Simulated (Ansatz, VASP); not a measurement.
## One calculation of SiC, two programs

```
CELL_PARAMETERS angstrom
0.00000 2.19983 2.16396
2.19983 0.00000 2.16396
2.19983 2.19983 0.00000
ATOMIC_POSITIONS crystal
Si 0.00000 0.00000 0.00000
C 0.25000 0.25000 0.25000
```

Change from the starting cell: epitaxial_xy strain +1.0%.

Alike in both runs: task single point; functional PBE; k mesh 10 × 10 × 10; occupations fermi-dirac, width 0.02 eV; no spin polarisation.

```csv
,VASP,Ansatz
version,VASP 6.6.1,Ansatz 0.2.0
potentials or method,"VASP PAW PBE potentials, release 64 (Si, C)","plane waves, PAW"
plane-wave cutoff (eV),520,420
valence electrons in the cell,8,8
```

Ansatz gave:

* gap on the k mesh at the Fermi level (eV): 1.20
* pressure (GPa): 0.6
* traceless stress, the component that is largest in VASP (GPa): 2.71

Q: Estimate VASP's values.

A: gap on the k mesh at the Fermi level (eV): 1.20; pressure (GPa): 0.5; traceless stress, the component that is largest in VASP (GPa): 2.72.

The functional is the same, so the differences come from potentials, cutoffs and numerics.
